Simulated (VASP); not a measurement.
Ir4W, 5 atoms in the cell. The structure is tetragonal, space group P4/mmm (No. 123). The conventional cell has a = 3.833 Å, b = 3.833 Å, c = 5.967 Å, α = 90.00°, β = 90.00°, γ = 90.00°. Ir (site symmetry 2mm) has 5 Ir at 2.50 to 2.71 Å and 2 W at 2.58 Å within 3.3 Å. W (site symmetry 4/mmm) has 8 Ir at 2.58 Å within 3.4 Å. 

```yaml
Program: VASP 6.6.1
Task: single point
Functional: PBE
Potentials_or_basis: VASP PAW PBE potentials, release 64 (Ir, W_sv)
Cutoff: 520 eV
k_mesh: 8 × 8 × 6
Occupations: gaussian, width 0.1 eV
Spin: no spin polarisation
Dipole_correction: no
Further_INCAR_settings: ALGO = Fast; EDIFF = 1e-06; NBANDS = 33
```

Potentials or basis: VASP PAW PBE potentials, release 64 (Ir, W_sv).

Launch:

```console
$ cat potpaw_PBE.64/Ir/POTCAR potpaw_PBE.64/W_sv/POTCAR > POTCAR
$ mpirun -np 1 vasp_std > vasp.out
```

Hardware: 1 thread of AMD EPYC 9R45 96-Core Processor (Zen 5), on a shared host.

Problem. Estimate the wall time of this run.

Solution. It took 110 s on 1 thread of AMD EPYC 9R45 96-Core Processor (Zen 5), on a shared host, peak memory 0.27 GiB. Counts: scf iterations 17, k points 60.
